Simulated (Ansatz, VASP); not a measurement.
# SiO2 in VASP and in Ansatz

The input INCAR:

```
SYSTEM = SiO2
PREC = Accurate ; ENCUT = 520
EDIFF = 1E-7 ; ISMEAR = 0
SIGMA = 0.02 ; LREAL = .False.
LASPH = .True. ; NELM = 80
ALGO = Normal ; ISIF = 2
LWAVE = .False. ; LCHARG = .True.
LELF = .True. ; LVHAR = .True.
NBANDS = 44
```

KPOINTS

```
regular mesh
0
Gamma
  6 6 6
  0 0 0
```

File POSCAR:

```
SiO2
1.0
    0.0000000000      4.7441312626      7.3888586932
    2.3686461012      0.0000000000      7.3888586932
    2.3686461012      4.7441312626      0.0000000000
Si O
4 8
Direct
    0.5634240118      0.5634240118      0.9365759882
    0.3134240118      0.3134240118      0.6865759882
    0.6865759882      0.6865759882      0.3134240118
    0.9365759882      0.9365759882      0.5634240118
    0.6250000000      0.1250000000      0.6250000000
    0.6250000000      0.6250000000      0.1250000000
    0.6250000000      0.6250000000      0.6250000000
    0.1250000000      0.6250000000      0.6250000000
    0.1887543297      0.8112456703      0.1887543297
    0.8112456703      0.1887543297      0.8112456703
    0.4387543297      0.0612456703      0.4387543297
    0.0612456703      0.4387543297      0.0612456703
```

Input for Ansatz:

```yaml
crystal:
  lattice:
    - [0.0, 4.7441312626, 7.3888586932]
    - [2.3686461012, 0.0, 7.3888586932]
    - [2.3686461012, 4.7441312626, 0.0]
  atoms:
    - { symbol: Si, position: [0.5634240118, 0.5634240118, 0.9365759882] }
    - { symbol: Si, position: [0.3134240118, 0.3134240118, 0.6865759882] }
    - { symbol: Si, position: [0.6865759882, 0.6865759882, 0.3134240118] }
    - { symbol: Si, position: [0.9365759882, 0.9365759882, 0.5634240118] }
    - { symbol: O, position: [0.625, 0.125, 0.625] }
    - { symbol: O, position: [0.625, 0.625, 0.125] }
    - { symbol: O, position: [0.625, 0.625, 0.625] }
    - { symbol: O, position: [0.125, 0.625, 0.625] }
    - { symbol: O, position: [0.1887543297, 0.8112456703, 0.1887543297] }
    - { symbol: O, position: [0.8112456703, 0.1887543297, 0.8112456703] }
    - { symbol: O, position: [0.4387543297, 0.0612456703, 0.4387543297] }
    - { symbol: O, position: [0.0612456703, 0.4387543297, 0.0612456703] }
basis:
  ecutwfc: 420
kpoints:
  mp_grid: { grid: [6, 6, 6] }
  band_path: { path: [VBM, CBM], npoints: 2 }
hamiltonian:
  xc: lda
scf:
  occupations: { method: gaussian, width: 0.02 }
output:
  forces: true
  stress: true
  eigenvalues: true
checkpoint:
  read: start.run
  write: ck
  compress: false
  write_wavefunctions: false
  write_every: 100000
```

Alike in both runs: task single point; functional LDA; k mesh 6 × 6 × 6; occupations gaussian, width 0.02 eV; no spin polarisation.

|  | VASP | Ansatz |
| --- | --- | --- |
| version | VASP 6.6.1 | Ansatz 0.2.0 |
| potentials or method | VASP PAW LDA potentials, release 64 (Si, O), cutoff 520 eV | scalar-relativistic, plane waves, PAW |
| valence electrons in the cell | 64 | 64 |

Ansatz gave:

```
gap on the k mesh at the Fermi level (eV)                     : 5.46
least direct gap on the mesh (eV)                             : 5.46
pressure (GPa)                                                : -3.0
traceless stress, the component that is largest in VASP (GPa) : 0.01
rms of the force components (eV/Å)                            : 0.001
```

Task: Which values does VASP return?

Result: gap on the k mesh at the Fermi level (eV): 5.46; least direct gap on the mesh (eV): 5.46; pressure (GPa): -2.5; traceless stress, the component that is largest in VASP (GPa): -0.13; rms of the force components (eV/Å): 0.017.

LDA's correlation is that of Perdew and Zunger in VASP and of Perdew and Wang (1992) in Ansatz. Atom by atom the forces differ by 0.016 eV/Å (rms over components).
